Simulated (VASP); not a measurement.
# HfO2 (Fm-3m) in VASP: a series of runs

Runs on HfO2. Level: PBE. Tasks: single point.

Program: VASP 6.6.1. These are calculated values, not measurements. Logs are shortened: lines on timing, memory, paths and dates and some standing lists are left out, and cuts for length are marked.

### 1 The cell of the first run

The structure is cubic, space group Fm-3m (No. 225). Conventional cell: a = 5.098 Å, b = 5.098 Å, c = 5.098 Å, α = 90.00°, β = 90.00°, γ = 90.00°. Hf (site symmetry m-3m) has 8 O at 2.21 Å within 2.9 Å. Within 2.9 Å of O (site symmetry -43m) lie 4 Hf at 2.21 Å and 6 O at 2.55 Å.

### 2 Single point, PBE

Contents of INCAR:

```
SYSTEM = HfO2
PREC = Accurate
ENCUT = 520
EDIFF = 1E-7
ISMEAR = 0
SIGMA = 0.02
LREAL = .False.
LASPH = .True.
NELM = 80
ALGO = Normal
ISIF = 2
LWAVE = .False.
LCHARG = .False.
GGA = PE
NBANDS = 18
```

Contents of KPOINTS:

```
regular mesh
0
Gamma
  8 8 8
  0 0 0
```

Contents of POSCAR:

```
HfO2
1.0
    0.0000000000      2.5487552940      2.5487552940
    2.5487552940      0.0000000000      2.5487552940
    2.5487552940      2.5487552940      0.0000000000
Hf O
1 2
Direct
    0.0000000000      0.0000000000      0.0000000000
    0.7500000000      0.7500000000      0.7500000000
    0.2500000000      0.2500000000      0.2500000000
```

Potentials or basis: VASP PAW PBE potentials, release 64 (Hf_pv, O).

On the command line:

```sh
cat potpaw_PBE.64/Hf_pv/POTCAR potpaw_PBE.64/O/POTCAR > POTCAR
mpirun -np 1 vasp_std > vasp.out
```

OUTCAR:

```text
SYSTEM = HfO2
   PREC = Accurate
   ENCUT = 520
   EDIFF = 1E-7
   ISMEAR = 0
   LREAL = .False.
   LASPH = .True.
   NELM = 80
   ISIF = 2
   GGA = PE

 ion  position               nearest neighbor table
   1  0.000  0.000  0.000-   2 2.21   3 2.21   2 2.21   2 2.21   2 2.21   3 2.21   3 2.21   3 2.21

   2  0.750  0.750  0.750-   1 2.21   1 2.21   1 2.21   1 2.21
   3  0.250  0.250  0.250-   1 2.21   1 2.21   1 2.21   1 2.21

  LATTYP: Found a face centered cubic cell.
 ALAT       =     5.0975105880

  Lattice vectors:

 A1 = (   0.0000000000,   2.5487552940,   2.5487552940)
 A2 = (   2.5487552940,   0.0000000000,   2.5487552940)
 A3 = (   2.5487552940,   2.5487552940,   0.0000000000)

Analysis of symmetry for initial positions (statically):
=====================================================================
 Subroutine PRICEL returns:
 Original cell was already a primitive cell.

 Routine SETGRP: Setting up the symmetry group for a
 face centered cubic supercell.

 Subroutine GETGRP returns: Found 48 space group operations
 (whereof 48 operations were pure point group operations)
 out of a pool of 48 trial point group operations.

The static configuration has the point symmetry O_h .

Analysis of symmetry for dynamics (positions and initial velocities):
=====================================================================
 Subroutine PRICEL returns:
 Original cell was already a primitive cell.

 Routine SETGRP: Setting up the symmetry group for a
 face centered cubic supercell.

 Subroutine GETGRP returns: Found 48 space group operations
 (whereof 48 operations were pure point group operations)
 out of a pool of 48 trial point group operations.

The dynamic configuration has the point symmetry O_h .

 Subroutine INISYM returns: Found 48 space group operations
 (whereof 48 operations are pure point group operations),
 and found     1 'primitive' translations

----------------------------------------------------------------------------------------

                                     Primitive cell

  volume of cell :      33.1142

  direct lattice vectors                    reciprocal lattice vectors
     0.000000000  2.548755294  2.548755294    -0.196174188  0.196174188  0.196174188
[... 79 lines left out ...]
   PREC   = accura    normal or accurate (medium, high low for compatibility)
   ISTART =      0    job   : 0-new  1-cont  2-samecut
   ICHARG =      2    charge: 1-file 2-atom 10-const
   ISPIN  =      1    spin polarized calculation?
   LNONCOLLINEAR =      F non collinear calculations
   LSORBIT =      F    spin-orbit coupling
   LASPH  =      T    aspherical Exc in radial PAW
   ENCUT  =  520.0 eV  38.22 Ry    6.18 a.u.   6.70  6.70  6.70*2*pi/ulx,y,z
   NELM   =     80;   NELMIN=  2; NELMDL= -5     # of ELM steps
   EDIFF  = 0.1E-06   stopping-criterion for ELM
   LREAL  =      F    real-space projection
   EDIFFG = 0.1E-05   stopping-criterion for IOM
   NSW    =      0    number of steps for IOM
   IBRION =     -1    ionic relax: 0-MD 1-quasi-New 2-CG
   NFREE  =      0    steps in history (QN), initial steepest desc. (CG)
   ISIF   =      2    stress and relaxation
   ISYM   =      2    0-nonsym 1-usesym 2-fastsym
   POTIM  = 0.5000    time-step for ionic-motion
   TEBEG  =    0.0;   TEEND  =   0.0 temperature during run
   PSTRESS=    0.0 pullay stress
   NELECT =      22.0000    total number of electrons
   NUPDOWN=      -1.0000    fix difference up-down
   EMIN   =  10.00;   EMAX   =-10.00  energy-range for DOS
   EFERMI =   0.00;   METHOD = LEGACY
   ISMEAR =     0;   SIGMA  =   0.02  broadening in eV -4-tet -1-fermi 0-gaus
   EFERMI_NEDOS =   21; number of points for ismear=-14 and -15
   IALGO  =     38    algorithm
   IMIX   =      4    mixing-type and parameters
     AMIX     =   0.40;   BMIX     =  1.00
     AMIX_MAG =   1.60;   BMIX_MAG =  1.00
  volume/ion in A,a.u.               =      11.04        74.49
  Fermi-wavevector in a.u.,A,eV,Ry     =   1.428491  2.699457 27.763875  2.040587
  Thomas-Fermi vector in A             =   2.548547
   LORBIT       =      0    0 simple, 1 ext, 2 COOP (PROOUT), +10 PAW based schemes
   GGA     = PE    functional components
   LHFCALC =     F    Hartree Fock is set to
   AEXX    =    0.0000 exact exchange contribution
   IVDW    =     0    specifies the selected vdW correction
   LEPSILON=     F    determine dielectric tensor
   LRPA    =     F    only Hartree local field effects (RPA)
 non-spin polarized calculation
 Gauss-broadening in eV      SIGMA  =   0.02
  energy-cutoff  :      520.00
  volume of cell :       33.11
 maximum number of plane-waves:       911
   NGX = 13   NGY = 13   NGZ = 13

 number of electron      21.9999992 magnetization

 Free energy of the ion-electron system (eV)
  ---------------------------------------------------
  ext. energy  EPLUGINS =         0.00000000
  ---------------------------------------------------
  free energy    TOTEN  =       -30.24340394 eV

  energy without entropy =      -30.24340394  energy(sigma->0) =      -30.24340394

 E-fermi :   4.2550     XC(G=0): -11.7518

 val. band max:        4.1411223932   @ k =   0.5000   0.5000   0.0000
 cond. band min:       7.8985902801   @ k =   0.5000   0.5000   0.0000
 fundamental gap:      3.7574678869
 Fermi energy:         4.2549896779

 k-point     1 :       0.0000    0.0000    0.0000
  band No.  band energies     occupation
      1     -25.6215      2.00000
      2     -25.6215      2.00000
      3     -25.6215      2.00000
      4     -14.4905      2.00000
      5     -11.5379      2.00000
      6      -1.1024      2.00000
[... 481 lines left out ...]
      5     -12.4215      2.00000
      6      -0.6060      2.00000
[... 10 lines left out ...]
     17      15.0282      0.00000
     18      16.9716      0.00000

 [... further k-points ...]
[... 5 lines left out ...]
  --------------------------------------------------------------------------------------
  -------------------------------------------------------------------------------------
  Total       -0.7483468     -0.7483468     -0.7483468     -0.0000000     -0.0000000      0.0000000
  in kB      -36.2075452    -36.2075452    -36.2075452     -0.0000000     -0.0000000      0.0000000
  external PRESSURE =     -36.2075452 kB  Pullay stress =       0.0000000 kB

 VOLUME and BASIS-vectors are now :
 -----------------------------------------------------------------------------
  energy-cutoff  :      520.00
  volume of cell :       33.11
      direct lattice vectors                 reciprocal lattice vectors
     0.000000000  2.548755294  2.548755294    -0.196174188  0.196174188  0.196174188
     2.548755294  0.000000000  2.548755294     0.196174188 -0.196174188  0.196174188
     2.548755294  2.548755294  0.000000000     0.196174188  0.196174188 -0.196174188

 POSITION                                       TOTAL-FORCE (eV/Angst)
 -----------------------------------------------------------------------------------
      0.00000      0.00000      0.00000        -0.000000     -0.000000      0.000000
      3.82313      3.82313      3.82313        -0.000000     -0.000000     -0.000000
      1.27438      1.27438      1.27438         0.000000      0.000000      0.000000
 -----------------------------------------------------------------------------------
    total drift:                                0.000000      0.000000      0.000000

  FREE ENERGIE OF THE ION-ELECTRON SYSTEM (eV)
  ---------------------------------------------------
  free  energy   TOTEN  =       -30.2434039422 eV

  energy  without entropy=      -30.2434039422  energy(sigma->0) =      -30.24340394
```

OSZICAR:

```text
N       E                     dE             d eps       ncg     rms          rms(c)
DAV:   1     0.934108343274E+02    0.93411E+02   -0.12673E+04  1044   0.121E+03
DAV:   2    -0.318798726383E+02   -0.12529E+03   -0.12019E+03  1358   0.288E+02
DAV:   3    -0.360266348135E+02   -0.41468E+01   -0.41276E+01  1180   0.464E+01
DAV:   4    -0.360519324273E+02   -0.25298E-01   -0.25290E-01  1284   0.396E+00
DAV:   5    -0.360520895918E+02   -0.15716E-03   -0.15716E-03  1172   0.299E-01    0.463E+01
DAV:   6    -0.303842970670E+02    0.56678E+01   -0.20488E+01  1064   0.322E+01    0.406E+01
DAV:   7    -0.302838303672E+02    0.10047E+00   -0.67920E-01  1204   0.675E+00    0.287E+01
DAV:   8    -0.302679269161E+02    0.15903E-01   -0.32285E-01  1124   0.516E+00    0.994E+00
DAV:   9    -0.302430789070E+02    0.24848E-01   -0.73101E-02  1102   0.229E+00    0.268E+00
DAV:  10    -0.302433523794E+02   -0.27347E-03   -0.35016E-03  1170   0.447E-01    0.160E-01
DAV:  11    -0.302433889715E+02   -0.36592E-04   -0.18359E-04  1192   0.115E-01    0.217E-01
DAV:  12    -0.302434027872E+02   -0.13816E-04   -0.40169E-05  1154   0.423E-02    0.122E-02
DAV:  13    -0.302434037356E+02   -0.94839E-06   -0.15086E-06  1224   0.915E-03    0.326E-03
DAV:  14    -0.302434039763E+02   -0.24074E-06   -0.20496E-07  1076   0.302E-03    0.336E-03
DAV:  15    -0.302434039422E+02    0.34093E-07   -0.93654E-09   750   0.646E-04
   1 F= -.30243404E+02 E0= -.30243404E+02  d E =-.553239E-18
```

Wall time 23 s (1 thread of Intel Xeon Platinum 8259CL at 2.50GHz (Skylake/Cascade Lake), shared host); peak memory 0.16 GiB.

What came out:

```yaml
Free_energy: -30.2434 eV
Pressure: -3.6 GPa
Band_gap_on_the_k_mesh: 3.76 eV, direct
```

Levels at points of the mesh, in eV from the valence-band top:
```csv
k point,band 9,band 10,band 11,band 12,band 13,band 14
"(0.00, 0.00, 0.00)",-0.60,-0.60,-0.60,3.84,3.84,5.71
"(0.50, 0.00, 0.00)",-2.69,-1.81,-1.81,4.55,4.55,6.83
"(0.50, 0.50, 0.00)",-1.50,-1.50,0.00,3.76,5.42,6.49
```

Caveat: spin-orbit coupling is left out, which moves the levels of the heavy elements.

(Continued in part 2 of 2.)
